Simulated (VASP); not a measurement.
Wanted: the native input for a VASP 6.6.1 run.

```
Task                   : single point
Functional             : PBE
Potentials or basis    : VASP PAW PBE potentials, release 64 (Cs_sv, Sn_d, Br)
Cutoff                 : 500 eV
k mesh                 : 4 × 4 × 4
Occupations            : gaussian, width 0.05 eV
Spin                   : no spin polarisation
Dipole correction      : no
Further INCAR settings : ALGO = Normal; EDIFF = 1e-06; NBANDS = 30
```

The structure of CsSnBr3 lies in POSCAR:

```
CsSnBr3
1.0
    5.8411490944      0.0000000000      0.0000000000
    0.0000000000      5.8411490944      0.0000000000
    0.0000000000      0.0000000000      5.8411490944
Cs Sn Br
1 1 3
Direct
    0.0000000000      0.0000000000      0.0000000000
    0.5000000000      0.5000000000      0.5000000000
    0.5000000000      0.5000000000      0.0000000000
    0.5000000000      0.0000000000      0.5000000000
    0.0000000000      0.5000000000      0.5000000000
```

The input as run:

INCAR

```
SYSTEM = CsSnBr3
  ALGO = Normal
  EDIFF = 1E-6
  ENCUT = 500
  GGA = PE
  GGA_COMPAT = .FALSE.
  ISIF = 2
  ISMEAR = 0
  LASPH = .TRUE.
  LCHARG = .FALSE.
  LREAL = .FALSE.
  LWAVE = .FALSE.
  NBANDS = 30
  NELM = 120
  PREC = Accurate
  SIGMA = 0.05
```

KPOINTS

```
k-points
0
G
  4 4 4
  0 0 0
```

Potentials or basis: VASP PAW PBE potentials, release 64 (Cs_sv, Sn_d, Br).

Command:

```sh
$ cat potpaw_PBE.64/Cs_sv/POTCAR potpaw_PBE.64/Sn_d/POTCAR potpaw_PBE.64/Br/POTCAR > POTCAR
$ mpirun -np 1 vasp_std > vasp.out
```

Results of the run:

The pressure is 0.7 GPa. The band gap on the k mesh is 0.50 eV.

Caveat: semilocal functionals underestimate gaps, and a narrow one can read as zero; spin-orbit coupling is left out, which moves the levels of the heavy elements.

It took 96 s on 1 thread of Intel Xeon 8259CL, on a shared host, peak memory 0.34 GiB.
